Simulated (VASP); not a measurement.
# InP (zincblende type) (F-43m) in VASP: notebook

InP (zincblende type) is run at these levels: PBEsol; tasks: single point.

All numbers are computed with VASP 6.6.1; they aren't measurements. Logs are shortened: lines on timing, memory, paths and dates and some standing lists are left out, and cuts for length are marked.

### Step 1. The cell of the first run

Symmetry: F-43m, No. 216, cubic system. The conventional cell has a = 5.067 Å, b = 5.067 Å, c = 5.067 Å, α = 90.00°, β = 90.00°, γ = 90.00°. Within 2.9 Å of In (site symmetry -43m) lie 4 P at 2.19 Å. Within 2.9 Å of P (site symmetry -43m) lie 4 In at 2.19 Å.

### Step 2. Single point, PBEsol (volume scaled by 0.64)

INCAR reads:

```
SYSTEM = InP
PREC = Accurate
ENCUT = 520
EDIFF = 1E-6
ISMEAR = -1
SIGMA = 0.1
LREAL = .FALSE.
LASPH = .TRUE.
NELM = 60
ALGO = Normal
ISIF = 2
LWAVE = .FALSE.
LCHARG = .TRUE.
GGA = PS
LELF = .TRUE.
LVHAR = .TRUE.
NBANDS = 16
```

KPOINTS reads:

```
regular mesh
0
G
  12 12 12
  0 0 0
```

POSCAR reads:

```
InP
1.0
    0.0000000000      2.5333235110      2.5333235110
    2.5333235110      0.0000000000      2.5333235110
    2.5333235110      2.5333235110      0.0000000000
In P
1 1
Direct
    0.0000000000      0.0000000000      0.0000000000
    0.2500000000      0.2500000000      0.2500000000
```

Potentials or basis: VASP PAW PBE potentials, release 64 (In_d, P).

Command:

```sh
$ cat potpaw_PBE.64/In_d/POTCAR potpaw_PBE.64/P/POTCAR > POTCAR
$ mpirun -np 1 vasp_std > vasp.out
```

OUTCAR:

```text
SYSTEM = InP
   PREC = Accurate
   ENCUT = 520
   EDIFF = 1E-6
   ISMEAR = -1
   LREAL = .FALSE.
   LASPH = .TRUE.
   NELM = 60
   ISIF = 2
   GGA = PS

 ion  position               nearest neighbor table
   1  0.000  0.000  0.000-   2 2.19   2 2.19   2 2.19   2 2.19
   2  0.250  0.250  0.250-   1 2.19   1 2.19   1 2.19   1 2.19

  LATTYP: Found a face centered cubic cell.
 ALAT       =     5.0666470220

  Lattice vectors:

 A1 = (   0.0000000000,   2.5333235110,   2.5333235110)
 A2 = (   2.5333235110,   0.0000000000,   2.5333235110)
 A3 = (   2.5333235110,   2.5333235110,   0.0000000000)

Analysis of symmetry for initial positions (statically):
=====================================================================
 Subroutine PRICEL returns:
 Original cell was already a primitive cell.

 Routine SETGRP: Setting up the symmetry group for a
 face centered cubic supercell.

 Subroutine GETGRP returns: Found 24 space group operations
 (whereof 24 operations were pure point group operations)
 out of a pool of 48 trial point group operations.

The static configuration has the point symmetry T_d .

Analysis of symmetry for dynamics (positions and initial velocities):
=====================================================================
 Subroutine PRICEL returns:
 Original cell was already a primitive cell.

 Routine SETGRP: Setting up the symmetry group for a
 face centered cubic supercell.

 Subroutine GETGRP returns: Found 24 space group operations
 (whereof 24 operations were pure point group operations)
 out of a pool of 48 trial point group operations.

The dynamic configuration has the point symmetry T_d .

 Subroutine INISYM returns: Found 24 space group operations
 (whereof 24 operations are pure point group operations),
 and found     1 'primitive' translations

----------------------------------------------------------------------------------------

                                     Primitive cell

  volume of cell :      32.5164

  direct lattice vectors                    reciprocal lattice vectors
     0.000000000  2.533323511  2.533323511    -0.197369186  0.197369186  0.197369186
     2.533323511  0.000000000  2.533323511     0.197369186 -0.197369186  0.197369186
     2.533323511  2.533323511  0.000000000     0.197369186  0.197369186 -0.197369186

  length of vectors
     3.582660467  3.582660467  3.582660467     0.341853459  0.341853459  0.341853459

[... 73 lines left out ...]
   ICHARG =      2    charge: 1-file 2-atom 10-const
   ISPIN  =      1    spin polarized calculation?
   LNONCOLLINEAR =      F non collinear calculations
   LSORBIT =      F    spin-orbit coupling
   LASPH  =      T    aspherical Exc in radial PAW
   ENCUT  =  520.0 eV  38.22 Ry    6.18 a.u.   6.66  6.66  6.66*2*pi/ulx,y,z
   NELM   =     60;   NELMIN=  2; NELMDL= -5     # of ELM steps
   EDIFF  = 0.1E-05   stopping-criterion for ELM
   LREAL  =      F    real-space projection
   EDIFFG = 0.1E-04   stopping-criterion for IOM
   NSW    =      0    number of steps for IOM
   IBRION =     -1    ionic relax: 0-MD 1-quasi-New 2-CG
   NFREE  =      0    steps in history (QN), initial steepest desc. (CG)
   ISIF   =      2    stress and relaxation
   ISYM   =      2    0-nonsym 1-usesym 2-fastsym
   POTIM  = 0.5000    time-step for ionic-motion
   TEBEG  =    0.0;   TEEND  =   0.0 temperature during run
   PSTRESS=    0.0 pullay stress
   NELECT =      18.0000    total number of electrons
   NUPDOWN=      -1.0000    fix difference up-down
   EMIN   =  10.00;   EMAX   =-10.00  energy-range for DOS
   EFERMI =   0.00;   METHOD = LEGACY
   ISMEAR =    -1;   SIGMA  =   0.10  broadening in eV -4-tet -1-fermi 0-gaus
   EFERMI_NEDOS =   21; number of points for ismear=-14 and -15
   IALGO  =     38    algorithm
   IMIX   =      4    mixing-type and parameters
     AMIX     =   0.40;   BMIX     =  1.00
     AMIX_MAG =   1.60;   BMIX_MAG =  1.00
  volume/ion in A,a.u.               =      16.26       109.72
  Fermi-wavevector in a.u.,A,eV,Ry     =   1.344203  2.540176 24.584135  1.806883
  Thomas-Fermi vector in A             =   2.472216
   LORBIT       =      0    0 simple, 1 ext, 2 COOP (PROOUT), +10 PAW based schemes
   GGA     = PS    functional components
   LHFCALC =     F    Hartree Fock is set to
   AEXX    =    0.0000 exact exchange contribution
   IVDW    =     0    specifies the selected vdW correction
   LEPSILON=     F    determine dielectric tensor
   LRPA    =     F    only Hartree local field effects (RPA)
 non-spin polarized calculation
  energy-cutoff  :      520.00
  volume of cell :       32.52
 maximum number of plane-waves:       899
   NGX = 13   NGY = 13   NGZ = 13

 number of electron      17.9999993 magnetization

 Free energy of the ion-electron system (eV)
  ---------------------------------------------------
  ext. energy  EPLUGINS =         0.00000000
  ---------------------------------------------------
  free energy    TOTEN  =        -6.09542925 eV

  energy without entropy =       -6.09492929  energy(sigma->0) =       -6.09517927

 E-fermi :  11.6676     XC(G=0): -11.5509

 val. band max:       11.3910492932   @ k =   0.0000   0.0000   0.0000
 cond. band min:      11.9645373849   @ k =   0.5000   0.5000   0.0000
 fundamental gap:      0.5734880917
 Fermi energy:        11.6675834336

 k-point     1 :       0.0000    0.0000    0.0000
  band No.  band energies     occupation
      1      -4.8069      2.00000
      2      -4.8069      2.00000
      3      -4.8069      2.00000
      4      -4.2745      2.00000
      5      -4.2745      2.00000
      6      -4.2742      2.00000
[... 433 lines left out ...]
      3      -4.6031      2.00000
      4      -4.2774      2.00000
      5      -4.2323      2.00000
      6      -0.2309      2.00000
[... 8 lines left out ...]
     15      21.6653      0.00000
     16      23.7079      0.00000

 [... further k-points ...]
[... 5 lines left out ...]
  --------------------------------------------------------------------------------------
  -------------------------------------------------------------------------------------
  Total       16.1906553     16.1906553     16.1906553      0.0000000      0.0000000      0.0000000
  in kB      797.7614624    797.7614624    797.7614624      0.0000000      0.0000000      0.0000000
  external PRESSURE =     797.7614624 kB  Pullay stress =       0.0000000 kB

 VOLUME and BASIS-vectors are now :
 -----------------------------------------------------------------------------
  energy-cutoff  :      520.00
  volume of cell :       32.52
      direct lattice vectors                 reciprocal lattice vectors
     0.000000000  2.533323511  2.533323511    -0.197369186  0.197369186  0.197369186
     2.533323511  0.000000000  2.533323511     0.197369186 -0.197369186  0.197369186
     2.533323511  2.533323511  0.000000000     0.197369186  0.197369186 -0.197369186

 POSITION                                       TOTAL-FORCE (eV/Angst)
 -----------------------------------------------------------------------------------
      0.00000      0.00000      0.00000         0.000000      0.000000      0.000000
      1.26666      1.26666      1.26666        -0.000000     -0.000000     -0.000000
 -----------------------------------------------------------------------------------
    total drift:                               -0.000000     -0.000000     -0.000000

  FREE ENERGIE OF THE ION-ELECTRON SYSTEM (eV)
  ---------------------------------------------------
  free  energy   TOTEN  =        -6.0954292480 eV

  energy  without entropy=       -6.0949292891  energy(sigma->0) =       -6.09517927
```

OSZICAR:

```text
N       E                     dE             d eps       ncg     rms          rms(c)
DAV:   1     0.118462002404E+03    0.11846E+03   -0.86470E+03  2360   0.145E+03
DAV:   2     0.344207276167E+00   -0.11812E+03   -0.11262E+03  2568   0.330E+02
DAV:   3    -0.675459507721E+01   -0.70988E+01   -0.70585E+01  3016   0.764E+01
DAV:   4    -0.691015579743E+01   -0.15556E+00   -0.15552E+00  2776   0.112E+01
DAV:   5    -0.691720443233E+01   -0.70486E-02   -0.70485E-02  3432   0.224E+00    0.116E+01
DAV:   6    -0.623007791294E+01    0.68713E+00   -0.73637E-01  3568   0.223E+01    0.631E+00
DAV:   7    -0.610233320259E+01    0.12774E+00   -0.36288E-01  3360   0.819E+00    0.172E+00
DAV:   8    -0.609623171012E+01    0.61015E-02   -0.44351E-02  2904   0.277E+00    0.130E+00
DAV:   9    -0.609548563256E+01    0.74608E-03   -0.27296E-03  3032   0.343E-01    0.527E-01
DAV:  10    -0.609544667615E+01    0.38956E-04   -0.51119E-04  3104   0.628E-01    0.276E-01
DAV:  11    -0.609543881313E+01    0.78630E-05   -0.13918E-04  3016   0.187E-01    0.143E-01
DAV:  12    -0.609542930707E+01    0.95061E-05   -0.24910E-05  2840   0.398E-02    0.195E-02
DAV:  13    -0.609542924797E+01    0.59096E-07   -0.22163E-06  2720   0.115E-02
   1 F= -.60954292E+01 E0= -.60951793E+01  d E =-.499959E-03
```

It took 19 s on 1 thread of Intel Xeon 6975P-C (Granite Rapids), shared host; peak memory 0.18 GiB.

What came out:

```
Free energy            : -6.0954 eV
Pressure               : 79.8 GPa
Band gap on the k mesh : 0.57 eV, indirect (least direct gap 2.54 eV)
```

Levels at points of the mesh, in eV from the valence-band top:
```tsv
k point	band 6	band 7	band 8	band 9	band 10	band 11	band 12	band 13
(0.00, 0.00, 0.00)	-15.67	0.00	0.00	0.00	2.54	3.47	3.47	3.47
(0.50, 0.00, 0.00)	-11.90	-9.11	-1.91	-1.91	2.15	4.30	4.30	7.06
(0.50, 0.50, 0.00)	-10.79	-8.38	-4.41	-4.41	0.57	1.43	10.39	11.95
```

Caveat: the PAW data sets were made with another functional, which shifts forces and pressure a little; spin-orbit coupling is left out, which moves the levels of the heavy elements.

### Step 3. Single point, PBEsol (volume scaled by 0.72)

INCAR, as its differences from that of step 2:

```diff
@@ -8,3 +8,3 @@
 LASPH = .TRUE.
-NELM = 60
+NELM = 80
 ALGO = Normal
```

KPOINTS is that of step 2.

POSCAR reads:

```
InP
1.0
    0.0000000000      2.6347626269      2.6347626269
    2.6347626269      0.0000000000      2.6347626269
    2.6347626269      2.6347626269      0.0000000000
In P
1 1
Direct
    0.0000000000      0.0000000000      0.0000000000
    0.2500000000      0.2500000000      0.2500000000
```

Potentials or basis: VASP PAW PBE potentials, release 64 (In_d, P).

Command:

```sh
$ cat potpaw_PBE.64/In_d/POTCAR potpaw_PBE.64/P/POTCAR > POTCAR
$ mpirun -np 1 vasp_std > vasp.out
```

OUTCAR:

```text
SYSTEM = InP
   PREC = Accurate
   ENCUT = 520
   EDIFF = 1E-6
   ISMEAR = -1
   LREAL = .FALSE.
   LASPH = .TRUE.
   NELM = 80
   ISIF = 2
   GGA = PS

 ion  position               nearest neighbor table
   1  0.000  0.000  0.000-   2 2.28   2 2.28   2 2.28   2 2.28
   2  0.250  0.250  0.250-   1 2.28   1 2.28   1 2.28   1 2.28

  LATTYP: Found a face centered cubic cell.
 ALAT       =     5.2695252538

  Lattice vectors:

 A1 = (   0.0000000000,   2.6347626269,   2.6347626269)
 A2 = (   2.6347626269,   0.0000000000,   2.6347626269)
 A3 = (   2.6347626269,   2.6347626269,   0.0000000000)

Analysis of symmetry for initial positions (statically):
=====================================================================
 Subroutine PRICEL returns:
 Original cell was already a primitive cell.

 Routine SETGRP: Setting up the symmetry group for a
 face centered cubic supercell.

 Subroutine GETGRP returns: Found 24 space group operations
 (whereof 24 operations were pure point group operations)
 out of a pool of 48 trial point group operations.

The static configuration has the point symmetry T_d .
[... 157 lines left out ...]

  energy without entropy =       -7.65044529  energy(sigma->0) =       -7.65051452

 E-fermi :   9.8210     XC(G=0): -10.9622

 val. band max:        9.3588068644   @ k =   0.0000   0.0000   0.0000
 cond. band min:      10.2741062230   @ k =   0.5000   0.5000   0.0000
 fundamental gap:      0.9152993585
 Fermi energy:         9.8210438652

 k-point     1 :       0.0000    0.0000    0.0000
  band No.  band energies     occupation
      1      -6.0223      2.00000
      2      -6.0223      2.00000
      3      -6.0223      2.00000
      4      -5.6260      2.00000
      5      -5.6260      2.00000
      6      -4.9617      2.00000
[... 433 lines left out ...]
      3      -5.8726      2.00000
      4      -5.6252      2.00000
      5      -5.5962      2.00000
      6      -1.5936      2.00000
[... 8 lines left out ...]
     15      19.5407      0.00000
     16      21.1676      0.00000

 [... further k-points ...]

------------------------ aborting loop because EDIFF is reached ----------------------------------------

  FORCE on cell =-STRESS in cart. coord.  units (eV):
  Direction    XX          YY          ZZ          XY          YZ          ZX
  --------------------------------------------------------------------------------------
  -------------------------------------------------------------------------------------
  Total       10.3879575     10.3879575     10.3879575      0.0000000      0.0000000     -0.0000000
  in kB      454.9736738    454.9736738    454.9736738      0.0000000      0.0000000     -0.0000000
  external PRESSURE =     454.9736738 kB  Pullay stress =       0.0000000 kB

 VOLUME and BASIS-vectors are now :
 -----------------------------------------------------------------------------
  energy-cutoff  :      520.00
  volume of cell :       36.58
      direct lattice vectors                 reciprocal lattice vectors
     0.000000000  2.634762627  2.634762627    -0.189770416  0.189770416  0.189770416
     2.634762627  0.000000000  2.634762627     0.189770416 -0.189770416  0.189770416
     2.634762627  2.634762627  0.000000000     0.189770416  0.189770416 -0.189770416

 POSITION                                       TOTAL-FORCE (eV/Angst)
 -----------------------------------------------------------------------------------
      0.00000      0.00000      0.00000        -0.000000      0.000000     -0.000000
      1.31738      1.31738      1.31738         0.000000     -0.000000      0.000000
 -----------------------------------------------------------------------------------
    total drift:                               -0.000000     -0.000000     -0.000000

  FREE ENERGIE OF THE ION-ELECTRON SYSTEM (eV)
  ---------------------------------------------------
  free  energy   TOTEN  =        -7.6505837544 eV

  energy  without entropy=       -7.6504452921  energy(sigma->0) =       -7.65051452
```

OSZICAR:

```text
N       E                     dE             d eps       ncg     rms          rms(c)
DAV:   1     0.115433253801E+03    0.11543E+03   -0.85436E+03  2336   0.141E+03
DAV:   2    -0.131267351001E+01   -0.11675E+03   -0.11133E+03  2616   0.320E+02
DAV:   3    -0.813665091673E+01   -0.68240E+01   -0.67960E+01  2944   0.743E+01
DAV:   4    -0.829860556101E+01   -0.16195E+00   -0.16191E+00  2928   0.114E+01
DAV:   5    -0.830531004939E+01   -0.67045E-02   -0.67044E-02  3360   0.207E+00    0.953E+00
DAV:   6    -0.774494379151E+01    0.56037E+00   -0.66948E-01  3664   0.194E+01    0.536E+00
DAV:   7    -0.765528838530E+01    0.89655E-01   -0.28013E-01  3432   0.657E+00    0.148E+00
DAV:   8    -0.765082148024E+01    0.44669E-02   -0.33862E-02  2824   0.238E+00    0.946E-01
DAV:   9    -0.765057611748E+01    0.24536E-03   -0.20440E-03  3136   0.329E-01    0.453E-01
DAV:  10    -0.765059209335E+01   -0.15976E-04   -0.47207E-04  3000   0.559E-01    0.195E-01
DAV:  11    -0.765058884167E+01    0.32517E-05   -0.14722E-04  3336   0.226E-01    0.821E-02
DAV:  12    -0.765058365162E+01    0.51900E-05   -0.16614E-05  2640   0.316E-02    0.199E-02
DAV:  13    -0.765058375438E+01   -0.10276E-06   -0.19322E-06  2744   0.877E-03
   1 F= -.76505838E+01 E0= -.76505145E+01  d E =-.138462E-03
```

stdout:

```text
POSCAR found type information on POSCAR InP
 POSCAR found :  2 types and       2 ions
 scaLAPACK will be used
 -----------------------------------------------------------------------------
|                                                                             |
|                                                                             |
|     You enforced a specific xc type in the INCAR file but a different       |
|     I HOPE YOU KNOW WHAT YOU ARE DOING!                                     |
|                                                                             |
 -----------------------------------------------------------------------------

 LDA part: xc-table for (Slater+PW92), standard interpolation
 POSCAR, INCAR and KPOINTS ok, starting setup
 FFT: planning ... GRIDC
 FFT: planning ... GRID_SOFT
 FFT: planning ... GRID
 WAVECAR not read
 entering main loop
```

It took 19 s on 1 thread of Intel Xeon 6975P-C (Granite Rapids), shared host; peak memory 0.18 GiB.

What came out:

- Free energy: -7.6506 eV
- Pressure: 45.5 GPa
- Band gap on the k mesh: 0.92 eV, indirect (least direct gap 2.15 eV)

Caveat: the PAW data sets were made with another functional, which shifts forces and pressure a little; spin-orbit coupling is left out, which moves the levels of the heavy elements.
